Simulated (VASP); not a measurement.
# Ti2SeS (P-6m2) in VASP: further runs

Runs on Ti2SeS. Level: PBE. Tasks: relaxation of cell and atoms.

Program: VASP 6.6.1. These are calculated values, not measurements. Logs are shortened: lines on timing, memory, paths and dates and some standing lists are left out, and cuts for length are marked.

**1. The cell of the first run**

Symmetry: P-6m2, No. 187, hexagonal system. The conventional cell has a = 3.342 Å, b = 3.342 Å, c = 6.627 Å, α = 90.00°, β = 90.00°, γ = 120.00°. Within 3.5 Å of Ti (site symmetry 3m) lie 3 S at 2.49 Å and 3 Se at 2.60 Å and 8 Ti at 3.15 to 3.47 Å. Within 3.4 Å of Se (site symmetry -6m2) lie 6 Ti at 2.60 Å and 2 S at 3.31 Å and 6 Se at 3.34 Å. S (site symmetry -6m2) has 6 Ti at 2.49 Å and 2 Se at 3.31 Å and 6 S at 3.34 Å within 3.4 Å.

**2. Relaxation of cell and atoms, PBE**

INCAR

```
PREC     = Accurate       # precision mode
ENCUT    = 600            # plane-wave cutoff, eV
EDIFF    = 1E-7           # SCF threshold, eV
ISMEAR   = 0              # smearing method
SIGMA    = 0.1            # smearing width, eV
LREAL    = F              # projectors in reciprocal space
LASPH    = T              # aspherical terms in the spheres
NELM     = 100            # most SCF steps
ALGO     = Normal         # electronic algorithm
ISIF     = 3              # what is computed and relaxed
LWAVE    = F              # write WAVECAR
LCHARG   = F              # write CHGCAR
GGA      = PE             # functional
IBRION   = 2              # ionic algorithm
NSW      = 80             # ionic steps
EDIFFG   = -0.001         # ionic threshold
```

KPOINTS

```
Automatic mesh
0
Gamma
  12 12 6
```

POSCAR

```
Ti2SeS
1.0
    3.3421751103      0.0000000000      0.0000000000
   -1.6710875552      2.8944085494      0.0000000000
    0.0000000000      0.0000000000      6.6269985836
Ti Se S
2 1 1
Direct
    0.0000000000      0.0000000000      0.2379978993
    0.0000000000      0.0000000000      0.7620021007
    0.3333333333      0.6666666667      0.5000000000
    0.3333333333      0.6666666667      0.0000000000
```

Potentials or basis: VASP PAW PBE potentials, release 64 (Ti_sv, Se, S).

Launch:

```
$ cat potpaw_PBE.64/Ti_sv/POTCAR potpaw_PBE.64/Se/POTCAR potpaw_PBE.64/S/POTCAR > POTCAR
$ mpirun -np 1 vasp_std > vasp.out
```

OUTCAR:

```text
PREC = Accurate
   ENCUT = 600
   EDIFF = 1E-7
   ISMEAR = 0
   LREAL = F
   LASPH = T
   NELM = 100
   ISIF = 3
   GGA = PE
   IBRION = 2
   NSW = 80
   EDIFFG = -0.001

 ion  position               nearest neighbor table
   1  0.000  0.000  0.238-   4 2.49   4 2.49   4 2.49   3 2.60   3 2.60   3 2.60
   2  0.000  0.000  0.762-   4 2.49   4 2.49   4 2.49   3 2.60   3 2.60   3 2.60
   3  0.333  0.667  0.500-   1 2.60   2 2.60   1 2.60   2 2.60   1 2.60   2 2.60
   4  0.333  0.667  0.000-   1 2.49   2 2.49   1 2.49   2 2.49   1 2.49   2 2.49

  LATTYP: Found a hexagonal cell.
 ALAT       =     3.3421751103
 C/A-ratio  =     1.9828400263

  Lattice vectors:

 A1 = (   3.3421751103,   0.0000000000,   0.0000000000)
 A2 = (  -1.6710875552,   2.8944085494,   0.0000000000)
 A3 = (   0.0000000000,   0.0000000000,   6.6269985836)

Analysis of symmetry for initial positions (statically):
=====================================================================
 Subroutine PRICEL returns:
 Original cell was already a primitive cell.

 Routine SETGRP: Setting up the symmetry group for a
 hexagonal supercell.

 Subroutine GETGRP returns: Found 12 space group operations
 (whereof 12 operations were pure point group operations)
 out of a pool of 24 trial point group operations.

The static configuration has the point symmetry D_3h.

Analysis of symmetry for dynamics (positions and initial velocities):
=====================================================================
 Subroutine PRICEL returns:
 Original cell was already a primitive cell.

 Routine SETGRP: Setting up the symmetry group for a
 hexagonal supercell.

 Subroutine GETGRP returns: Found 12 space group operations
 (whereof 12 operations were pure point group operations)
 out of a pool of 24 trial point group operations.

The dynamic configuration has the point symmetry D_3h.

 Subroutine INISYM returns: Found 12 space group operations
 (whereof 12 operations are pure point group operations),
 and found     1 'primitive' translations

----------------------------------------------------------------------------------------

                                     Primitive cell

  volume of cell :      64.1071

  direct lattice vectors                    reciprocal lattice vectors
     3.342175110  0.000000000  0.000000000     0.299206345  0.172746864  0.000000000
    -1.671087555  2.894408549  0.000000000     0.000000000  0.345493728  0.000000000
     0.000000000  0.000000000  6.626998584     0.000000000  0.000000000  0.150897874

  length of vectors
     3.342175110  3.342175110  6.626998584     0.345493728  0.345493728  0.150897874

  position of ions in fractional coordinates (direct lattice)
     0.000000000  0.000000000  0.237997899
     0.000000000  0.000000000  0.762002101
     0.333333333  0.666666667  0.500000000
     0.333333333  0.666666667  0.000000000

  ion indices of the primitive-cell ions
   primitive index   ion index
                 1           1
                 2           2
                 3           3
                 4           4

----------------------------------------------------------------------------------------

 KPOINTS: Automatic mesh

Automatic generation of k-mesh.
 Grid dimensions read from file:
 generate k-points for:   12   12    6

 Generating k-lattice:

  Cartesian coordinates                     Fractional coordinates (reciprocal lattice)
     0.024933862  0.014395572  0.000000000     0.083333333 -0.000000000  0.000000000
     0.000000000  0.028791144  0.000000000     0.000000000  0.083333333  0.000000000
     0.000000000  0.000000000  0.025149646     0.000000000  0.000000000  0.166666667

  Length of vectors
     0.028791144  0.028791144  0.025149646

  Shift w.r.t. Gamma in fractional coordinates (k-lattice)
     0.000000000  0.000000000  0.000000000

 Subroutine IBZKPT returns following result:
 ===========================================

 Found     76 irreducible k-points:

 Following reciprocal coordinates:
            Coordinates               Weight
  0.000000  0.000000  0.000000      1.000000
  0.083333  0.000000  0.000000      6.000000
  0.166667  0.000000  0.000000      6.000000
  0.250000  0.000000  0.000000      6.000000
  0.333333  0.000000  0.000000      6.000000
  0.416667  0.000000  0.000000      6.000000
[... 16 lines left out ...]
  0.250000  0.000000  0.166667     12.000000
  0.333333  0.000000  0.166667     12.000000
 [... further k-points ...]
   k-points           NKPTS =     76   k-points in BZ     NKDIM =     76   number of bands    NBANDS=     22
   number of dos      NEDOS =    301   number of ions     NIONS =      4
   total plane-waves  NPLWV =  42336
   dimension x,y,z NGX =    28 NGY =   28 NGZ =   54
   dimension x,y,z NGXF=    56 NGYF=   56 NGZF=  108
   ions per type =               2   1   1
   NGX,Y,Z   is equivalent  to a cutoff of  13.93, 13.93, 13.55 a.u.
   NGXF,Y,Z  is equivalent  to a cutoff of  27.86, 27.86, 27.09 a.u.
 SYSTEM =  unknown system
   PREC   = accura    normal or accurate (medium, high low for compatibility)
   ISTART =      0    job   : 0-new  1-cont  2-samecut
   ICHARG =      2    charge: 1-file 2-atom 10-const
   ISPIN  =      1    spin polarized calculation?
   LNONCOLLINEAR =      F non collinear calculations
   LSORBIT =      F    spin-orbit coupling
   LASPH  =      T    aspherical Exc in radial PAW
   ENCUT  =  600.0 eV  44.10 Ry    6.64 a.u.   6.68  6.68 13.24*2*pi/ulx,y,z
   NELM   =    100;   NELMIN=  2; NELMDL= -5     # of ELM steps
   EDIFF  = 0.1E-06   stopping-criterion for ELM
   LREAL  =      F    real-space projection
   EDIFFG = -.1E-02   stopping-criterion for IOM
   NSW    =     80    number of steps for IOM
   IBRION =      2    ionic relax: 0-MD 1-quasi-New 2-CG
   NFREE  =      1    steps in history (QN), initial steepest desc. (CG)
   ISIF   =      3    stress and relaxation
   ISYM   =      2    0-nonsym 1-usesym 2-fastsym
   POTIM  = 0.5000    time-step for ionic-motion
   TEBEG  =    0.0;   TEEND  =   0.0 temperature during run
   PSTRESS=    0.0 pullay stress
   NELECT =      36.0000    total number of electrons
   NUPDOWN=      -1.0000    fix difference up-down
   EMIN   =  10.00;   EMAX   =-10.00  energy-range for DOS
   EFERMI =   0.00;   METHOD = LEGACY
   ISMEAR =     0;   SIGMA  =   0.10  broadening in eV -4-tet -1-fermi 0-gaus
   EFERMI_NEDOS =   21; number of points for ismear=-14 and -15
   IALGO  =     38    algorithm
   IMIX   =      4    mixing-type and parameters
     AMIX     =   0.40;   BMIX     =  1.00
     AMIX_MAG =   1.60;   BMIX_MAG =  1.00
  volume/ion in A,a.u.               =      16.03       108.15
  Fermi-wavevector in a.u.,A,eV,Ry     =   1.350642  2.552344 24.820220  1.824235
  Thomas-Fermi vector in A             =   2.478130
   LORBIT       =      0    0 simple, 1 ext, 2 COOP (PROOUT), +10 PAW based schemes
   GGA     = PE    functional components
   LHFCALC =     F    Hartree Fock is set to
   AEXX    =    0.0000 exact exchange contribution
   IVDW    =     0    specifies the selected vdW correction
   LEPSILON=     F    determine dielectric tensor
   LRPA    =     F    only Hartree local field effects (RPA)
 conjugate gradient relaxation of ions
 non-spin polarized calculation
 Gauss-broadening in eV      SIGMA  =   0.10
  energy-cutoff  :      600.00
  volume of cell :       64.11
 maximum number of plane-waves:      2174
 NGX is ok and might be reduce to    28
   NGX = 13   NGY = 13   NGZ = 27

--------------------------------------- Ionic step        1  -------------------------------------------

 number of electron      36.0000004 magnetization

 Free energy of the ion-electron system (eV)
  ---------------------------------------------------
  ext. energy  EPLUGINS =         0.00000000
  ---------------------------------------------------
  free energy    TOTEN  =       -28.49404509 eV

  energy without entropy =      -28.49028105  energy(sigma->0) =      -28.49216307

------------------------ aborting loop because EDIFF is reached ----------------------------------------

  FORCE on cell =-STRESS in cart. coord.  units (eV):
  Direction    XX          YY          ZZ          XY          YZ          ZX
  --------------------------------------------------------------------------------------
  -------------------------------------------------------------------------------------
  Total        0.0435028      0.0435028      0.0680061     -0.0000000      0.0000000      0.0000000
  in kB        1.0872310      1.0872310      1.6996226     -0.0000000      0.0000000      0.0000000
  external PRESSURE =       1.2913615 kB  Pullay stress =       0.0000000 kB
[... 95 lines left out ...]
  FREE ENERGIE OF THE ION-ELECTRON SYSTEM (eV)
  ---------------------------------------------------
  free  energy   TOTEN  =       -28.4940699138 eV

  energy  without entropy=      -28.4903013796  energy(sigma->0) =      -28.49218565

[... ionic steps 4 to 11 ...]

--------------------------------------- Ionic step       12  -------------------------------------------

 number of electron      36.0000004 magnetization

------------------------ aborting loop because EDIFF is reached ----------------------------------------

  FORCE on cell =-STRESS in cart. coord.  units (eV):
  Direction    XX          YY          ZZ          XY          YZ          ZX
  --------------------------------------------------------------------------------------
  -------------------------------------------------------------------------------------
  Total        0.0010513      0.0010513      0.0020116     -0.0000000      0.0000000      0.0000000
  in kB        0.0262480      0.0262480      0.0502251     -0.0000000      0.0000000      0.0000000
  external PRESSURE =       0.0342403 kB  Pullay stress =       0.0000000 kB
[... 61 lines left out ...]
  energy  without entropy=      -28.4903012764  energy(sigma->0) =      -28.49218566

--------------------------------------- Ionic step       14  -------------------------------------------

 number of electron      36.0000004 magnetization

 Free energy of the ion-electron system (eV)
  ---------------------------------------------------
  ext. energy  EPLUGINS =         0.00000000
  ---------------------------------------------------
  free energy    TOTEN  =       -28.49407016 eV

  energy without entropy =      -28.49030054  energy(sigma->0) =      -28.49218535

 E-fermi :   9.1130     XC(G=0): -11.5188

 val. band max:        9.0847289891   @ k =   0.3333   0.3333   0.1667
 cond. band min:       9.1215368384   @ k =   0.0833   0.0000   0.1667
 fundamental gap:      0.0368078492
 Fermi energy:         9.1130177351

 k-point     1 :       0.0000    0.0000    0.0000
  band No.  band energies     occupation
      1     -48.2343      2.00000
      2     -48.2228      2.00000
      3     -24.7187      2.00000
      4     -24.5660      2.00000
      5     -24.3983      2.00000
      6     -24.3983      2.00000
[... 574 lines left out ...]
      6     -24.4964      2.00000
[... 14 lines left out ...]
     21      10.5142      0.00000
     22      10.6636      0.00000

 [... further k-points ...]

------------------------ aborting loop because EDIFF is reached ----------------------------------------

  FORCE on cell =-STRESS in cart. coord.  units (eV):
  Direction    XX          YY          ZZ          XY          YZ          ZX
  --------------------------------------------------------------------------------------
  -------------------------------------------------------------------------------------
  Total       -0.0004097     -0.0004097      0.0014479      0.0000000      0.0000000     -0.0000000
  in kB       -0.0102304     -0.0102304      0.0361504      0.0000000      0.0000000     -0.0000000
  external PRESSURE =       0.0052299 kB  Pullay stress =       0.0000000 kB
[... 19 lines left out ...]
  FREE ENERGIE OF THE ION-ELECTRON SYSTEM (eV)
  ---------------------------------------------------
  free  energy   TOTEN  =       -28.4940701601 eV

  energy  without entropy=      -28.4903005355  energy(sigma->0) =      -28.49218535

 reached required accuracy - stopping structural energy minimisation
```

It took 7.8 min on 1 thread of AMD EPYC 9R45 (Zen 5), shared host; peak memory 0.28 GiB.

What came out:

```yaml
Free_energy: -28.4941 eV
Relaxed_volume: 16.04 Å³/atom
Relaxed_cell: a = 3.343 Å, b = 3.343 Å, c = 6.630 Å, α = 90.00°, β = 90.00°, γ = 120.00°
Space_group_after_relaxing_to_0.1_Å: P-6m2 (No. 187)
Energy_gained_by_relaxing: 0.0 meV/atom
Ionic_steps: 14
Pressure_after_relaxing: 0.0 GPa
Band_gap_on_the_k_mesh: zero (bands 18 and 19 overlap by 0.19 eV)
```

Final structure:
```cif
data_structure
_symmetry_space_group_name_H-M 'P 1'
_symmetry_Int_Tables_number 1
_cell_length_a 3.3431
_cell_length_b 3.3431
_cell_length_c 6.6299
_cell_angle_alpha 90.000
_cell_angle_beta 90.000
_cell_angle_gamma 120.000
_cell_volume 64.17
loop_
_atom_site_label
_atom_site_type_symbol
_atom_site_fract_x
_atom_site_fract_y
_atom_site_fract_z
_atom_site_occupancy
Ti1 Ti 0.00000 0.00000 0.23798 1
Ti2 Ti 0.00000 0.00000 0.76202 1
Se1 Se 0.33333 0.66667 0.50000 1
S1 S 0.33333 0.66667 0.00000 1
```

**3. Relaxation of cell and atoms, PBE**

INCAR

```
SYSTEM = Ti2SeS
PREC = Accurate ; ENCUT = 600
EDIFF = 1E-6 ; ISMEAR = 0
SIGMA = 0.1 ; LREAL = .False.
LASPH = .True. ; NELM = 60
ALGO = Normal ; ISIF = 3
LWAVE = .False. ; LCHARG = .False.
GGA = PE ; IBRION = 2
NSW = 100 ; EDIFFG = -0.01
```

KPOINTS

```
regular mesh
0
Gamma
  12 12 6
  0 0 0
```

POSCAR

```
Ti2SeS
1.0
    3.3446879247      0.0000000000      0.0000000000
   -1.6723439624      2.8965847105      0.0000000000
    0.0000000000      0.0000000000      6.6240286856
Ti Se S
2 1 1
Direct
    0.0000000000      0.0000000000      0.2379228806
    0.0000000000      0.0000000000      0.7620771194
    0.3333333333      0.6666666667      0.5000000000
    0.3333333333      0.6666666667      0.0000000000
```

Potentials or basis: VASP PAW PBE potentials, release 64 (Ti_sv, Se, S).

Launch:

```
$ cat potpaw_PBE.64/Ti_sv/POTCAR potpaw_PBE.64/Se/POTCAR potpaw_PBE.64/S/POTCAR > POTCAR
$ mpirun -np 1 vasp_std > vasp.out
```

Wall time 1.9 min (1 thread of AMD EPYC 9R45 (Zen 5), shared host); peak memory 0.26 GiB.

Results (log left out):

| Property | Result |
| --- | --- |
| Free energy | -28.4941 eV |
| Relaxed volume | 16.05 Å³/atom |
| Relaxed cell | a = 3.344 Å, b = 3.344 Å, c = 6.630 Å, α = 90.00°, β = 90.00°, γ = 120.00° |
| Space group after relaxing (to 0.1 Å) | P-6m2 (No. 187) |
| Energy gained by relaxing | 0.0 meV/atom |
| Ionic steps | 2 |
| Pressure after relaxing | 0.0 GPa |
| Band gap on the k mesh | zero (bands 18 and 19 overlap by 0.19 eV) |

Final structure:
```
Ti Se S
1.0
     3.34367    0.00000    0.00000
    -1.67183    2.89570    0.00000
     0.00000    0.00000    6.62989
Ti Se S
2 1 1
Direct
  0.00000 0.00000 0.23797
  0.00000 0.00000 0.76203
  0.33333 0.66667 0.50000
  0.33333 0.66667 0.00000
```

Levels at points of the mesh, in eV from the Fermi level:
```csv
k point,band 16,band 17,band 18,band 19,band 20,band 21
"(0.00, 0.00, 0.00)",-2.07,-2.03,-0.07,-0.07,1.14,1.14
"(0.50, 0.00, 0.00)",-2.71,-1.72,-0.69,0.74,1.80,1.91
"(0.00, 0.00, 0.50)",-2.09,-0.27,0.11,0.11,0.22,0.22
"(0.50, 0.00, 0.50)",-3.09,-1.02,-0.79,1.15,1.46,1.54
```

The gap in the log of VASP goes by the Fermi energy; the results here count the filled bands.